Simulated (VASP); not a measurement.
# Re (Fm-3m) in VASP: a series of runs

Re is run at these levels: PBE; tasks: single point.

Everything below comes from runs of VASP 6.6.1. Logs are shortened: lines on timing, memory, paths and dates and some standing lists are left out, and cuts for length are marked.

### Step 1. The cell of the first run

It takes space group Fm-3m (No. 225, cubic). Conventional cell: a = 3.869 Å, b = 3.869 Å, c = 3.869 Å, α = 90.00°, β = 90.00°, γ = 90.00°. Re (site symmetry m-3m) has 12 Re at 2.74 Å within 3.6 Å.

### Step 2. Single point, PBE (volume scaled by 0.94)

Input file INCAR:

```
SYSTEM = Re
  PREC = Accurate
  ENCUT = 520
  EDIFF = 1E-6
  ISMEAR = -1
  SIGMA = 0.03
  LREAL = .FALSE.
  LASPH = .TRUE.
  NELM = 80
  ALGO = Normal
  ISIF = 2
  LWAVE = .FALSE.
  LCHARG = .FALSE.
  GGA = PE
  NBANDS = 10
```

Input file KPOINTS:

```
regular mesh
0
G
  14 14 14
  0 0 0
```

Input file POSCAR:

```
Re
1.0
    0.0000000000      1.9346825647      1.9346825647
    1.9346825647      0.0000000000      1.9346825647
    1.9346825647      1.9346825647      0.0000000000
Re
1
Direct
    0.0000000000      0.0000000000      0.0000000000
```

Potentials or basis: VASP PAW PBE potentials, release 64 (Re).

Launch:

```
$ cat potpaw_PBE.64/Re/POTCAR > POTCAR
$ mpirun -np 1 vasp_std > vasp.out
```

OUTCAR:

```text
SYSTEM = Re
   PREC = Accurate
   ENCUT = 520
   EDIFF = 1E-6
   ISMEAR = -1
   LREAL = .FALSE.
   LASPH = .TRUE.
   NELM = 80
   ISIF = 2
   GGA = PE

 ion  position               nearest neighbor table
   1  0.000  0.000  0.000-

  LATTYP: Found a face centered cubic cell.
 ALAT       =     3.8693651294

  Lattice vectors:

 A1 = (   0.0000000000,   1.9346825647,   1.9346825647)
 A2 = (   1.9346825647,   0.0000000000,   1.9346825647)
 A3 = (   1.9346825647,   1.9346825647,   0.0000000000)

Analysis of symmetry for initial positions (statically):
=====================================================================
 Subroutine PRICEL returns:
 Original cell was already a primitive cell.

 Routine SETGRP: Setting up the symmetry group for a
 face centered cubic supercell.

 Subroutine GETGRP returns: Found 48 space group operations
 (whereof 48 operations were pure point group operations)
 out of a pool of 48 trial point group operations.

The static configuration has the point symmetry O_h .

Analysis of symmetry for dynamics (positions and initial velocities):
=====================================================================
 Subroutine PRICEL returns:
 Original cell was already a primitive cell.

 Routine SETGRP: Setting up the symmetry group for a
 face centered cubic supercell.

 Subroutine GETGRP returns: Found 48 space group operations
 (whereof 48 operations were pure point group operations)
 out of a pool of 48 trial point group operations.

The dynamic configuration has the point symmetry O_h .

 Subroutine INISYM returns: Found 48 space group operations
 (whereof 48 operations are pure point group operations),
 and found     1 'primitive' translations

----------------------------------------------------------------------------------------

                                     Primitive cell

  volume of cell :      14.4830

  direct lattice vectors                    reciprocal lattice vectors
     0.000000000  1.934682565  1.934682565    -0.258440330  0.258440330  0.258440330
     1.934682565  0.000000000  1.934682565     0.258440330 -0.258440330  0.258440330
     1.934682565  1.934682565  0.000000000     0.258440330  0.258440330 -0.258440330

  length of vectors
     2.736054322  2.736054322  2.736054322     0.447631782  0.447631782  0.447631782

  position of ions in fractional coordinates (direct lattice)
     0.000000000  0.000000000  0.000000000

  ion indices of the primitive-cell ions
   primitive index   ion index
                 1           1

----------------------------------------------------------------------------------------

 KPOINTS: regular mesh

Automatic generation of k-mesh.
 Grid dimensions read from file:
 generate k-points for:   14   14   14

 Generating k-lattice:

  Cartesian coordinates                     Fractional coordinates (reciprocal lattice)
    -0.018460024  0.018460024  0.018460024     0.071428571  0.000000000  0.000000000
     0.018460024 -0.018460024  0.018460024     0.000000000  0.071428571  0.000000000
     0.018460024  0.018460024 -0.018460024     0.000000000  0.000000000  0.071428571

  Length of vectors
     0.031973699  0.031973699  0.031973699

  Shift w.r.t. Gamma in fractional coordinates (k-lattice)
     0.000000000  0.000000000  0.000000000

 Subroutine IBZKPT returns following result:
 ===========================================

 Found    104 irreducible k-points:

 Following reciprocal coordinates:
            Coordinates               Weight
  0.000000  0.000000  0.000000      1.000000
  0.071429  0.000000  0.000000      8.000000
  0.142857  0.000000  0.000000      8.000000
  0.214286  0.000000  0.000000      8.000000
  0.285714  0.000000  0.000000      8.000000
  0.357143  0.000000  0.000000      8.000000
[... 16 lines left out ...]
  0.214286  0.142857  0.000000     24.000000
  0.285714  0.142857  0.000000     24.000000
 [... further k-points ...]
   k-points           NKPTS =    104   k-points in BZ     NKDIM =    104   number of bands    NBANDS=     10
   number of dos      NEDOS =    301   number of ions     NIONS =      1
   total plane-waves  NPLWV =   8000
   dimension x,y,z NGX =    20 NGY =   20 NGZ =   20
   dimension x,y,z NGXF=    40 NGYF=   40 NGZF=   40
   ions per type =               1
   NGX,Y,Z   is equivalent  to a cutoff of  12.15, 12.15, 12.15 a.u.
   NGXF,Y,Z  is equivalent  to a cutoff of  24.30, 24.30, 24.30 a.u.
 SYSTEM =  Re
   PREC   = accura    normal or accurate (medium, high low for compatibility)
   ISTART =      0    job   : 0-new  1-cont  2-samecut
   ICHARG =      2    charge: 1-file 2-atom 10-const
   ISPIN  =      1    spin polarized calculation?
   LNONCOLLINEAR =      F non collinear calculations
   LSORBIT =      F    spin-orbit coupling
   LASPH  =      T    aspherical Exc in radial PAW
   ENCUT  =  520.0 eV  38.22 Ry    6.18 a.u.   5.09  5.09  5.09*2*pi/ulx,y,z
   NELM   =     80;   NELMIN=  2; NELMDL= -5     # of ELM steps
   EDIFF  = 0.1E-05   stopping-criterion for ELM
   LREAL  =      F    real-space projection
   EDIFFG = 0.1E-04   stopping-criterion for IOM
   NSW    =      0    number of steps for IOM
   IBRION =     -1    ionic relax: 0-MD 1-quasi-New 2-CG
   NFREE  =      0    steps in history (QN), initial steepest desc. (CG)
   ISIF   =      2    stress and relaxation
   ISYM   =      2    0-nonsym 1-usesym 2-fastsym
   POTIM  = 0.5000    time-step for ionic-motion
   TEBEG  =    0.0;   TEEND  =   0.0 temperature during run
   PSTRESS=    0.0 pullay stress
   NELECT =       7.0000    total number of electrons
   NUPDOWN=      -1.0000    fix difference up-down
   EMIN   =  10.00;   EMAX   =-10.00  energy-range for DOS
   EFERMI =   0.00;   METHOD = LEGACY
   ISMEAR =    -1;   SIGMA  =   0.03  broadening in eV -4-tet -1-fermi 0-gaus
   EFERMI_NEDOS =   21; number of points for ismear=-14 and -15
   IALGO  =     38    algorithm
   IMIX   =      4    mixing-type and parameters
     AMIX     =   0.40;   BMIX     =  1.00
     AMIX_MAG =   1.60;   BMIX_MAG =  1.00
  volume/ion in A,a.u.               =      14.48        97.74
  Fermi-wavevector in a.u.,A,eV,Ry     =   1.284757  2.427839 22.457798  1.650602
  Thomas-Fermi vector in A             =   2.416932
   LORBIT       =      0    0 simple, 1 ext, 2 COOP (PROOUT), +10 PAW based schemes
   GGA     = PE    functional components
   LHFCALC =     F    Hartree Fock is set to
   AEXX    =    0.0000 exact exchange contribution
   IVDW    =     0    specifies the selected vdW correction
   LEPSILON=     F    determine dielectric tensor
   LRPA    =     F    only Hartree local field effects (RPA)
 non-spin polarized calculation
  energy-cutoff  :      520.00
  volume of cell :       14.48
 maximum number of plane-waves:       399
   NGX = 11   NGY = 11   NGZ = 11

 number of electron       7.0000001 magnetization

 Free energy of the ion-electron system (eV)
  ---------------------------------------------------
  ext. energy  EPLUGINS =         0.00000000
  ---------------------------------------------------
  free energy    TOTEN  =       -12.33757216 eV

  energy without entropy =      -12.33402864  energy(sigma->0) =      -12.33580040

 E-fermi :   8.3424     XC(G=0): -13.8176

 val. band max:        8.3121253802   @ k =   0.5000   0.3571   0.0000
 cond. band min:       8.3662019883   @ k =  -0.1429   0.1429   0.0000
 fundamental gap:      0.0540766081
 Fermi energy:         8.3424023462

 k-point     1 :       0.0000    0.0000    0.0000
  band No.  band energies     occupation
      1      -1.8920      2.00000
      2       6.3971      2.00000
      3       6.3971      2.00000
      4       6.3971      2.00000
      5       9.6664      0.00000
      6       9.6664      0.00000
      7      22.2750      0.00000
      8      28.0307      0.00000
      9      28.0307      0.00000
     10      28.0307      0.00000

 k-point     2 :       0.0714    0.0000    0.0000
  band No.  band energies     occupation
      1      -1.6508      2.00000
      2       6.2324      2.00000
      3       6.5098      2.00000
      4       6.5098      2.00000
      5       9.5747      0.00000
      6       9.5747      0.00000
      7      22.7452      0.00000
      8      26.8845      0.00000
      9      28.4742      0.00000
     10      28.4742      0.00000

 k-point     3 :       0.1429    0.0000    0.0000
  band No.  band energies     occupation
      1      -0.9736      2.00000
      2       5.8541      2.00000
      3       6.7696      2.00000
      4       6.7696      2.00000
      5       9.4213      0.00000
      6       9.4213      0.00000
      7      23.8424      0.00000
      8      25.2191      0.00000
      9      29.7376      0.00000
     10      29.7376      0.00000

 k-point     4 :       0.2143    0.0000    0.0000
  band No.  band energies     occupation
      1      -0.0277      2.00000
      2       5.5544      2.00000
      3       6.9198      2.00000
      4       6.9198      2.00000
      5       9.5481      0.00000
      6       9.5481      0.00000
      7      23.0600      0.00000
      8      25.8499      0.00000
      9      31.6485      0.00000
     10      31.6486      0.00000

 k-point     5 :       0.2857    0.0000    0.0000
  band No.  band energies     occupation
      1       0.8378      2.00000
      2       5.7396      2.00000
      3       6.7706      2.00000
      4       6.7706      2.00000
      5      10.1890      0.00000
      6      10.1890      0.00000
      7      21.6459      0.00000
      8      25.9587      0.00000
      9      32.9793      0.00000
     10      33.5152      0.00000

 k-point     6 :       0.3571    0.0000    0.0000
  band No.  band energies     occupation
      1       1.2693      2.00000
      2       6.4891      2.00000
      3       6.4891      2.00000
      4       6.6796      2.00000
      5      11.1174      0.00000
      6      11.1174      0.00000
      7      20.3883      0.00000
      8      24.0392      0.00000
      9      31.2435      0.00000
     10      31.2435      0.00000

 k-point     7 :       0.4286    0.0000    0.0000
  band No.  band energies     occupation
      1       1.3560      2.00000
      2       6.2643      2.00000
      3       6.2643      2.00000
      4       7.9600      1.99999
      5      11.9442      0.00000
      6      11.9442      0.00000
      7      19.2012      0.00000
      8      22.3394      0.00000
      9      29.3644      0.00000
     10      29.3644      0.00000

 k-point     8 :       0.5000    0.0000    0.0000
  band No.  band energies     occupation
      1       1.3543      2.00000
      2       6.1816      2.00000
      3       6.1816      2.00000
      4       8.6034      0.00033
      5      12.2828      0.00000
      6      12.2828      0.00000
      7      18.5753      0.00000
      8      21.7799      0.00000
      9      28.6734      0.00000
     10      28.6734      0.00000

 k-point     9 :       0.0714    0.0714    0.0000
  band No.  band energies     occupation
      1      -1.5698      2.00000
      2       6.0982      2.00000
      3       6.5946      2.00000
      4       6.5946      2.00000
      5       9.3008      0.00000
      6       9.7740      0.00000
      7      22.9085      0.00000
      8      27.1972      0.00000
      9      28.2357      0.00000
     10      28.2357      0.00000
[... 118 lines left out ...]
 k-point    19 :      -0.2143    0.0714    0.0000
  band No.  band energies     occupation
      1       0.4954      2.00000
      2       5.3503      2.00000
      3       6.8495      2.00000
      4       7.0828      2.00000
      5       9.0427      0.00000
      6      10.4468      0.00000
      7      22.9227      0.00000
      8      26.3710      0.00000
      9      30.6201      0.00000
     10      32.0519      0.00000

 k-point    20 :      -0.1429    0.0714    0.0000
  band No.  band energies     occupation
      1      -0.4763      2.00000
      2       5.5583      2.00000
      3       6.9229      2.00000
      4       6.9844      2.00000
      5       8.8817      0.00000
      6       9.8886      0.00000
      7      24.2897      0.00000
      8      25.1659      0.00000
      9      29.2828      0.00000
     10      31.3193      0.00000

 k-point    21 :      -0.0714    0.0714    0.0000
  band No.  band energies     occupation
      1      -1.2616      2.00000
      2       5.9554      2.00000
      3       6.6710      2.00000
      4       6.7278      2.00000
      5       9.2119      0.00000
      6       9.6997      0.00000
      7      23.4777      0.00000
      8      26.0098      0.00000
      9      28.4375      0.00000
     10      29.5435      0.00000

 k-point    22 :       0.1429    0.1429    0.0000
  band No.  band energies     occupation
      1      -0.6599      2.00000
      2       5.3462      2.00000
      3       7.1805      2.00000
      4       7.1805      2.00000
      5       8.3738      0.52040
      6      10.0843      0.00000
      7      24.6486      0.00000
      8      26.4568      0.00000
      9      28.6627      0.00000
     10      28.6627      0.00000

 k-point    23 :       0.2143    0.1429    0.0000
  band No.  band energies     occupation
      1       0.0794      2.00000
      2       4.9200      2.00000
      3       7.2625      2.00000
      4       7.5447      2.00000
      5       8.2707      1.83234
      6      10.3174      0.00000
      7      25.3918      0.00000
      8      26.0664      0.00000
      9      29.0759      0.00000
     10      29.6136      0.00000

 k-point    24 :       0.2857    0.1429    0.0000
  band No.  band energies     occupation
      1       1.0058      2.00000
      2       4.6717      2.00000
      3       6.6795      2.00000
      4       7.6722      2.00000
      5       9.1913      0.00000
      6      10.8051      0.00000
      7      23.9044      0.00000
      8      27.1550      0.00000
      9      29.5237      0.00000
     10      29.9827      0.00000

 [... further k-points ...]
[... 5 lines left out ...]
  --------------------------------------------------------------------------------------
  -------------------------------------------------------------------------------------
  Total        1.1950449      1.1950449      1.1950449      0.0000000     -0.0000000      0.0000000
  in kB      132.2012801    132.2012801    132.2012801      0.0000000     -0.0000000      0.0000000
  external PRESSURE =     132.2012801 kB  Pullay stress =       0.0000000 kB

 VOLUME and BASIS-vectors are now :
 -----------------------------------------------------------------------------
  energy-cutoff  :      520.00
  volume of cell :       14.48
      direct lattice vectors                 reciprocal lattice vectors
     0.000000000  1.934682565  1.934682565    -0.258440330  0.258440330  0.258440330
     1.934682565  0.000000000  1.934682565     0.258440330 -0.258440330  0.258440330
     1.934682565  1.934682565  0.000000000     0.258440330  0.258440330 -0.258440330

 POSITION                                       TOTAL-FORCE (eV/Angst)
 -----------------------------------------------------------------------------------
      0.00000      0.00000      0.00000        -0.000000      0.000000     -0.000000
 -----------------------------------------------------------------------------------
    total drift:                               -0.000000     -0.000000     -0.000000

  FREE ENERGIE OF THE ION-ELECTRON SYSTEM (eV)
  ---------------------------------------------------
  free  energy   TOTEN  =       -12.3375721574 eV

  energy  without entropy=      -12.3340286443  energy(sigma->0) =      -12.33580040
```

Run time: 18 s. Hardware: 1 thread of AMD EPYC 7R13, shared host; peak memory 0.1 GiB.

Results:

```yaml
Free_energy: -12.3376 eV
Pressure: 13.2 GPa
```

Levels at points of the mesh, in eV from the Fermi level:
| k point | band 1 | band 2 | band 3 | band 4 | band 5 | band 6 | band 7 | band 8 |
| --- | --- | --- | --- | --- | --- | --- | --- | --- |
| (0.00, 0.00, 0.00) | -10.23 | -1.95 | -1.95 | -1.95 | 1.32 | 1.32 | 13.93 | 19.69 |
| (0.50, 0.00, 0.00) | -6.99 | -2.16 | -2.16 | 0.26 | 3.94 | 3.94 | 10.23 | 13.44 |
| (0.50, 0.50, 0.00) | -6.96 | -6.08 | 2.89 | 3.89 | 4.71 | 4.71 | 12.43 | 12.43 |

Caveat: spin-orbit coupling is left out, which moves the levels of the heavy elements.

### Step 3. Single point, PBE (volume scaled by 0.98)

Input file INCAR:

```
ALGO = Normal
EDIFF = 1E-6
ENCUT = 520
GGA = PE
ISIF = 2
ISMEAR = -1
LASPH = True
LCHARG = False
LREAL = False
LWAVE = False
NBANDS = 10
NELM = 100
PREC = Accurate
SIGMA = 0.03
```

Input file KPOINTS:

```
k-points
0
Gamma
  14 14 14
```

Input file POSCAR:

```
Re
1.0
    0.0000000000      1.9617445670      1.9617445670
    1.9617445670      0.0000000000      1.9617445670
    1.9617445670      1.9617445670      0.0000000000
Re
1
Direct
    0.0000000000      0.0000000000      0.0000000000
```

Potentials or basis: VASP PAW PBE potentials, release 64 (Re).

Launch:

```
$ cat potpaw_PBE.64/Re/POTCAR > POTCAR
$ mpirun -np 1 vasp_std > vasp.out
```

Run time: 30 s. Hardware: 1 thread of AMD EPYC 7R13, shared host; peak memory 0.12 GiB.

The run converged. Its results:

```
Free energy : -12.3566 eV
Pressure    : -3.0 GPa
```

Levels at points of the mesh, in eV from the Fermi level:
```
           k point  band 1  band 2  band 3  band 4  band 5  band 6  band 7  band 8
(0.00, 0.00, 0.00)   -9.93   -1.83   -1.83   -1.83    1.24    1.24   13.91   19.42
(0.50, 0.00, 0.00)   -6.67   -2.02   -2.02    0.20    3.69    3.69    9.62   13.40
(0.50, 0.50, 0.00)   -6.58   -5.73    2.71    3.64    4.41    4.41   12.09   12.09
```

Caveat: spin-orbit coupling is left out, which moves the levels of the heavy elements.
